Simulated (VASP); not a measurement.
# Li (Im-3m) in VASP: settings compared

Li is run at these levels: r2SCAN+D4, r2SCAN+rVV10; tasks: single point.

All numbers are computed with VASP 6.6.1; they aren't measurements. Logs are shortened: lines on timing, memory, paths and dates and some standing lists are left out, and cuts for length are marked.

## 1. The cell of the first run

It takes space group Im-3m (No. 229, cubic). The conventional cell has a = 3.470 Å, b = 3.470 Å, c = 3.470 Å, α = 90.00°, β = 90.00°, γ = 90.00°. Within 4.0 Å of Li (site symmetry m-3m) lie 14 Li at 3.01 to 3.47 Å.

## 2. Single point, r2SCAN+D4

Input file POSCAR:

```
Li
1.0
   -1.7349882065      1.7349882065      1.7349882065
    1.7349882065     -1.7349882065      1.7349882065
    1.7349882065      1.7349882065     -1.7349882065
Li
1
Direct
    0.0000000000      0.0000000000      0.0000000000
```

Input file INCAR.step1:

```
SYSTEM = Li
  PREC = Accurate
  ENCUT = 520
  ISMEAR = -1
  SIGMA = 0.05
  LREAL = .False.
  LASPH = .True.
  NELM = 100
  NBANDS = 8
  GGA = PE
  ALGO = Normal
  EDIFF = 1E-4
  LWAVE = .True.
  LCHARG = .False.
```

Input file INCAR.step2:

```
SYSTEM = Li
  PREC = Accurate
  ENCUT = 520
  EDIFF = 1E-7
  ISMEAR = -1
  SIGMA = 0.05
  LREAL = .False.
  LASPH = .True.
  NELM = 100
  ALGO = Normal
  ISIF = 2
  LWAVE = .False.
  LCHARG = .True.
  METAGGA = R2SCAN
  LMIXTAU = .True.
  IVDW = 13
  VDW_S6 = 1.0
  VDW_S8 = 0.6018749
  VDW_A1 = 0.51559235
  VDW_A2 = 5.77342911
  LELF = .True.
  LVHAR = .True.
  NBANDS = 8
  ISTART = 1
```

Input file KPOINTS:

```
regular mesh
0
Gamma
  11 11 11
  0 0 0
```

Potentials or basis: VASP PAW PBE potentials, release 64 (Li_sv).

Run with:

```sh
cat potpaw_PBE.64/Li_sv/POTCAR > POTCAR
cp INCAR.step1 INCAR
mpirun -np 1 vasp_std > vasp.out
cp INCAR.step2 INCAR
mpirun -np 1 vasp_std > vasp.out
```

OUTCAR:

```text
SYSTEM = Li
   PREC = Accurate
   ENCUT = 520
   EDIFF = 1E-7
   ISMEAR = -1
   LREAL = .False.
   LASPH = .True.
   NELM = 100
   ISIF = 2
   METAGGA = R2SCAN
   IVDW = 13
   ISTART = 1

 ion  position               nearest neighbor table
   1  0.000  0.000  0.000-

  LATTYP: Found a body centered cubic cell.
 ALAT       =     3.4699764130

  Lattice vectors:

 A1 = (  -1.7349882065,   1.7349882065,   1.7349882065)
 A2 = (   1.7349882065,  -1.7349882065,   1.7349882065)
 A3 = (   1.7349882065,   1.7349882065,  -1.7349882065)

Analysis of symmetry for initial positions (statically):
=====================================================================
 Subroutine PRICEL returns:
 Original cell was already a primitive cell.

 Routine SETGRP: Setting up the symmetry group for a
 body centered cubic supercell.

 Subroutine GETGRP returns: Found 48 space group operations
 (whereof 48 operations were pure point group operations)
 out of a pool of 48 trial point group operations.

The static configuration has the point symmetry O_h .

Analysis of symmetry for dynamics (positions and initial velocities):
=====================================================================
 Subroutine PRICEL returns:
 Original cell was already a primitive cell.

 Routine SETGRP: Setting up the symmetry group for a
 body centered cubic supercell.

 Subroutine GETGRP returns: Found 48 space group operations
 (whereof 48 operations were pure point group operations)
 out of a pool of 48 trial point group operations.

The dynamic configuration has the point symmetry O_h .

 Subroutine INISYM returns: Found 48 space group operations
 (whereof 48 operations are pure point group operations),
 and found     1 'primitive' translations

----------------------------------------------------------------------------------------

                                     Primitive cell

  volume of cell :      20.8905

  direct lattice vectors                    reciprocal lattice vectors
    -1.734988206  1.734988206  1.734988206     0.000000000  0.288186397  0.288186397
     1.734988206 -1.734988206  1.734988206     0.288186397  0.000000000  0.288186397
     1.734988206  1.734988206 -1.734988206     0.288186397  0.288186397  0.000000000

  length of vectors
     3.005087724  3.005087724  3.005087724     0.407557111  0.407557111  0.407557111

  position of ions in fractional coordinates (direct lattice)
     0.000000000  0.000000000  0.000000000

  ion indices of the primitive-cell ions
   primitive index   ion index
                 1           1

----------------------------------------------------------------------------------------

 KPOINTS: regular mesh

Automatic generation of k-mesh.
 Grid dimensions read from file:
 generate k-points for:   11   11   11

 Generating k-lattice:

  Cartesian coordinates                     Fractional coordinates (reciprocal lattice)
     0.000000000  0.026198763  0.026198763     0.090909091  0.000000000  0.000000000
     0.026198763  0.000000000  0.026198763     0.000000000  0.090909091  0.000000000
     0.026198763  0.026198763  0.000000000     0.000000000  0.000000000  0.090909091

  Length of vectors
     0.037050646  0.037050646  0.037050646

  Shift w.r.t. Gamma in fractional coordinates (k-lattice)
     0.000000000  0.000000000  0.000000000

 Subroutine IBZKPT returns following result:
 ===========================================

 Found     56 irreducible k-points:

 Following reciprocal coordinates:
            Coordinates               Weight
  0.000000  0.000000  0.000000      1.000000
  0.090909  0.000000  0.000000     12.000000
  0.181818  0.000000  0.000000     12.000000
  0.272727  0.000000  0.000000     12.000000
  0.363636  0.000000  0.000000     12.000000
  0.454545  0.000000  0.000000     12.000000
[... 16 lines left out ...]
  0.272727  0.181818  0.090909     48.000000
  0.363636  0.181818  0.090909     24.000000
 [... further k-points ...]
   k-points           NKPTS =     56   k-points in BZ     NKDIM =     56   number of bands    NBANDS=      8
   number of dos      NEDOS =    301   number of ions     NIONS =      1
   total plane-waves  NPLWV =  13824
   dimension x,y,z NGX =    24 NGY =   24 NGZ =   24
   dimension x,y,z NGXF=    48 NGYF=   48 NGZF=   48
   ions per type =               1
   NGX,Y,Z   is equivalent  to a cutoff of  13.28, 13.28, 13.28 a.u.
   NGXF,Y,Z  is equivalent  to a cutoff of  26.55, 26.55, 26.55 a.u.
 SYSTEM =  Li
   PREC   = accura    normal or accurate (medium, high low for compatibility)
   ISTART =      1    job   : 0-new  1-cont  2-samecut
   ICHARG =      0    charge: 1-file 2-atom 10-const
   ISPIN  =      1    spin polarized calculation?
   LNONCOLLINEAR =      F non collinear calculations
   LSORBIT =      F    spin-orbit coupling
   LASPH  =      T    aspherical Exc in radial PAW
   ENCUT  =  520.0 eV  38.22 Ry    6.18 a.u.   5.59  5.59  5.59*2*pi/ulx,y,z
   NELM   =    100;   NELMIN=  2; NELMDL=  0     # of ELM steps
   EDIFF  = 0.1E-06   stopping-criterion for ELM
   LREAL  =      F    real-space projection
   EDIFFG = 0.1E-05   stopping-criterion for IOM
   NSW    =      0    number of steps for IOM
   IBRION =     -1    ionic relax: 0-MD 1-quasi-New 2-CG
   NFREE  =      0    steps in history (QN), initial steepest desc. (CG)
   ISIF   =      2    stress and relaxation
   ISYM   =      2    0-nonsym 1-usesym 2-fastsym
   POTIM  = 0.5000    time-step for ionic-motion
   TEBEG  =    0.0;   TEEND  =   0.0 temperature during run
   PSTRESS=    0.0 pullay stress
   NELECT =       3.0000    total number of electrons
   NUPDOWN=      -1.0000    fix difference up-down
   EMIN   =  10.00;   EMAX   =-10.00  energy-range for DOS
   EFERMI =   0.00;   METHOD = LEGACY
   ISMEAR =    -1;   SIGMA  =   0.05  broadening in eV -4-tet -1-fermi 0-gaus
   EFERMI_NEDOS =   21; number of points for ismear=-14 and -15
   IALGO  =     38    algorithm
   IMIX   =      4    mixing-type and parameters
     AMIX     =   0.40;   BMIX     =  1.00
     AMIX_MAG =   1.60;   BMIX_MAG =  1.00
  volume/ion in A,a.u.               =      20.89       140.98
  Fermi-wavevector in a.u.,A,eV,Ry     =   0.857298  1.620059  9.999747  0.734961
  Thomas-Fermi vector in A             =   1.974331
   LORBIT       =      0    0 simple, 1 ext, 2 COOP (PROOUT), +10 PAW based schemes
   METAGGA = R2SCAN    functional components
   LHFCALC =     F    Hartree Fock is set to
   AEXX    =    0.0000 exact exchange contribution
   IVDW    =    13    specifies the selected vdW correction
   LEPSILON=     F    determine dielectric tensor
   LRPA    =     F    only Hartree local field effects (RPA)
 non-spin polarized calculation
  energy-cutoff  :      520.00
  volume of cell :       20.89
 maximum number of plane-waves:       575
   NGX = 11   NGY = 11   NGZ = 11

 number of electron       2.9999992 magnetization

 Free energy of the ion-electron system (eV)
  ---------------------------------------------------
  ext. energy  EPLUGINS =         0.00000000
  ---------------------------------------------------
  free energy    TOTEN  =        -2.38651217 eV

  energy without entropy =       -2.38298695  energy(sigma->0) =       -2.38474956

 E-fermi :   0.5724     XC(G=0):  -7.3696

 val. band max:        0.5314464537   @ k =  -0.3636   0.4545   0.0909
 cond. band min:       0.5740167130   @ k =   0.4545   0.0000   0.0000
 fundamental gap:      0.0425702593
 Fermi energy:         0.5723541452

 k-point     1 :       0.0000    0.0000    0.0000
  band No.  band energies     occupation
      1     -47.5734      2.00000
      2      -3.2747      2.00000
      3      16.5303      0.00000
      4      16.5318      0.00000
      5      16.5318      0.00000
      6      20.7110      0.00000
      7      20.7112      0.00000
      8      20.7112      0.00000

 k-point     2 :       0.0909    0.0000    0.0000
  band No.  band energies     occupation
      1     -47.5721      2.00000
      2      -3.1068      2.00000
      3      15.1957      0.00000
      4      15.6579      0.00000
      5      16.1948      0.00000
      6      19.1577      0.00000
      7      19.1745      0.00000
      8      20.9325      0.00000

 k-point     3 :       0.1818    0.0000    0.0000
  band No.  band energies     occupation
      1     -47.5682      2.00000
      2      -2.6011      2.00000
      3      12.1656      0.00000
      4      14.2585      0.00000
      5      15.3541      0.00000
      6      17.4383      0.00000
      7      18.4181      0.00000
      8      20.8908      0.00000

 k-point     4 :       0.2727    0.0000    0.0000
  band No.  band energies     occupation
      1     -47.5631      2.00000
      2      -1.7620      2.00000
      3       9.0519      0.00000
      4      13.0807      0.00000
      5      14.4356      0.00000
      6      16.1225      0.00000
      7      18.3023      0.00000
      8      21.6523      0.00000

 k-point     5 :       0.3636    0.0000    0.0000
  band No.  band energies     occupation
      1     -47.5583      2.00000
      2      -0.6246      2.00000
      3       6.3267      0.00000
      4      12.2681      0.00000
      5      13.7344      0.00000
      6      15.2406      0.00000
      7      18.4471      0.00000
      8      22.9394      0.00000
[... 177 lines left out ...]
 k-point    22 :       0.1818    0.1818    0.0909
  band No.  band energies     occupation
      1     -47.5580      2.00000
      2      -0.4155      2.00000
      3       7.5394      0.00000
      4       8.8461      0.00000
      5      11.1617      0.00000
      6      20.8915      0.00000
      7      21.0892      0.00000
      8      23.8623      0.00000

 k-point    23 :       0.2727    0.1818    0.0909
  band No.  band energies     occupation
      1     -47.5552      2.00000
      2       0.8792      0.00431
      3       5.3674      0.00000
      4       7.9647      0.00000
      5      10.7363      0.00000
      6      21.2559      0.00000
      7      21.9449      0.00000
      8      24.8974      0.00000

 k-point    24 :       0.3636    0.1818    0.0909
  band No.  band energies     occupation
      1     -47.5542      2.00000
      2       1.8771      0.00000
      3       4.0178      0.00000
      4       7.7211      0.00000
      5      10.5957      0.00000
      6      21.2671      0.00000
      7      22.3748      0.00000
      8      25.8584      0.00000

 [... further k-points ...]

------------------------ aborting loop because EDIFF is reached ----------------------------------------

  DFT-D4 for vdW energy calculation

  Edisp (eV):   -0.00691

  FORCE on cell =-STRESS in cart. coord.  units (eV):
  Direction    XX          YY          ZZ          XY          YZ          ZX
  --------------------------------------------------------------------------------------
  -------------------------------------------------------------------------------------
  Total      -0.02589    -0.02589    -0.02589    -0.00000     0.00000     0.00000
  in kB      -1.98525    -1.98525    -1.98525    -0.00000     0.00000     0.00000
  external pressure =       -1.99 kB  Pullay stress =        0.00 kB

 VOLUME and BASIS-vectors are now :
 -----------------------------------------------------------------------------
  energy-cutoff  :      520.00
  volume of cell :       20.89
      direct lattice vectors                 reciprocal lattice vectors
    -1.734988206  1.734988206  1.734988206     0.000000000  0.288186397  0.288186397
     1.734988206 -1.734988206  1.734988206     0.288186397  0.000000000  0.288186397
     1.734988206  1.734988206 -1.734988206     0.288186397  0.288186397  0.000000000

 POSITION                                       TOTAL-FORCE (eV/Angst)
 -----------------------------------------------------------------------------------
      0.00000      0.00000      0.00000         0.000000      0.000000     -0.000000
 -----------------------------------------------------------------------------------
    total drift:                                0.000000      0.000000      0.000000

  FREE ENERGIE OF THE ION-ELECTRON SYSTEM (eV)
  ---------------------------------------------------
  free  energy   TOTEN  =        -2.3934250264 eV

  energy  without entropy=       -2.3898998073  energy(sigma->0) =       -2.39166242
```

Run time: 32 s. Hardware: 1 thread of Intel Xeon Platinum 8488C (Sapphire Rapids), shared host; peak memory 0.13 GiB.

Results:

| Quantity | Value |
| --- | --- |
| Free energy | -2.3934 eV |
| Band gap on the k mesh | zero (an odd number of electrons rules out a gap without spin polarisation) |
| Dispersion energy per atom | -0.007 eV |

Caveat: the cutoff is under 1.25 times the usual one of these potentials, so pressure, stress and relaxed cells hold a basis-set (Pulay) error; the PAW data sets were made with another functional, which shifts forces and pressure a little.

## 3. Single point, r2SCAN+rVV10

Input file POSCAR:

```
Li
1.0
   -1.7360377951      1.7360377951      1.7360377951
    1.7360377951     -1.7360377951      1.7360377951
    1.7360377951      1.7360377951     -1.7360377951
Li
1
Direct
    0.0000000000      0.0000000000      0.0000000000
```

Input file INCAR.step1:

```
  PREC = Accurate
  ENCUT = 520
  ISMEAR = -1
  SIGMA = 0.05
  LREAL = F
  LASPH = T
  NELM = 60
  NBANDS = 8
  GGA = PE
  ALGO = Normal
  EDIFF = 1E-4
  LWAVE = T
  LCHARG = F
```

Input file INCAR.step2:

```
  PREC = Accurate
  ENCUT = 520
  EDIFF = 1E-7
  ISMEAR = -1
  SIGMA = 0.05
  LREAL = F
  LASPH = T
  NELM = 60
  ALGO = Normal
  ISIF = 2
  LWAVE = F
  LCHARG = T
  METAGGA = R2SCAN
  LMIXTAU = T
  LUSE_VDW = T
  IVDW_NL = 2
  BPARAM = 11.95
  CPARAM = 0.0093
  LELF = T
  LVHAR = T
  NBANDS = 8
  ISTART = 1
```

Input file KPOINTS:

```
Automatic mesh
0
Gamma
  11 11 11
```

Potentials or basis: VASP PAW PBE potentials, release 64 (Li_sv).

Run with:

```sh
cat potpaw_PBE.64/Li_sv/POTCAR > POTCAR
cp INCAR.step1 INCAR
mpirun -np 1 vasp_std > vasp.out
cp INCAR.step2 INCAR
mpirun -np 1 vasp_std > vasp.out
```

OUTCAR:

```text
PREC = Accurate
   ENCUT = 520
   EDIFF = 1E-7
   ISMEAR = -1
   LREAL = F
   LASPH = T
   NELM = 60
   ISIF = 2
   METAGGA = R2SCAN
   IVDW_NL = 2
   BPARAM = 11.95
   ISTART = 1

 ion  position               nearest neighbor table
   1  0.000  0.000  0.000-

  LATTYP: Found a body centered cubic cell.
 ALAT       =     3.4720755902

  Lattice vectors:

[... 441 lines left out ...]
      3       4.0066      0.00000
      4       7.7061      0.00000
      5      10.5800      0.00000
      6      21.2397      0.00000
      7      22.3480      0.00000
      8      25.8261      0.00000

 [... further k-points ...]

------------------------ aborting loop because EDIFF is reached ----------------------------------------

  FORCE on cell =-STRESS in cart. coord.  units (eV):
  Direction    XX          YY          ZZ          XY          YZ          ZX
  --------------------------------------------------------------------------------------
  -------------------------------------------------------------------------------------
  Total       -0.0270827     -0.0270827     -0.0270827      0.0000000      0.0000000      0.0000000
  in kB       -2.0733150     -2.0733150     -2.0733150      0.0000000      0.0000000      0.0000000
  external PRESSURE =      -2.0733150 kB  Pullay stress =       0.0000000 kB

 VOLUME and BASIS-vectors are now :
 -----------------------------------------------------------------------------
  energy-cutoff  :      520.00
  volume of cell :       20.93
      direct lattice vectors                 reciprocal lattice vectors
    -1.736037795  1.736037795  1.736037795     0.000000000  0.288012163  0.288012163
     1.736037795 -1.736037795  1.736037795     0.288012163  0.000000000  0.288012163
     1.736037795  1.736037795 -1.736037795     0.288012163  0.288012163  0.000000000

 POSITION                                       TOTAL-FORCE (eV/Angst)
 -----------------------------------------------------------------------------------
      0.00000      0.00000      0.00000         0.000000      0.000000      0.000000
 -----------------------------------------------------------------------------------
    total drift:                                0.000000      0.000000     -0.000000

  FREE ENERGIE OF THE ION-ELECTRON SYSTEM (eV)
  ---------------------------------------------------
  free  energy   TOTEN  =        -2.3002625807 eV

  energy  without entropy=       -2.2967334531  energy(sigma->0) =       -2.29849802
```

Wall time 53 s (1 thread of Intel Xeon Platinum 8488C (Sapphire Rapids), shared host); peak memory 0.21 GiB.

Results:

```yaml
Free_energy: -2.3003 eV
Band_gap_on_the_k_mesh: zero (an odd number of electrons rules out a gap without spin polarisation)
```

Caveat: the cutoff is under 1.25 times the usual one of these potentials, so pressure, stress and relaxed cells hold a basis-set (Pulay) error; the PAW data sets were made with another functional, which shifts forces and pressure a little.
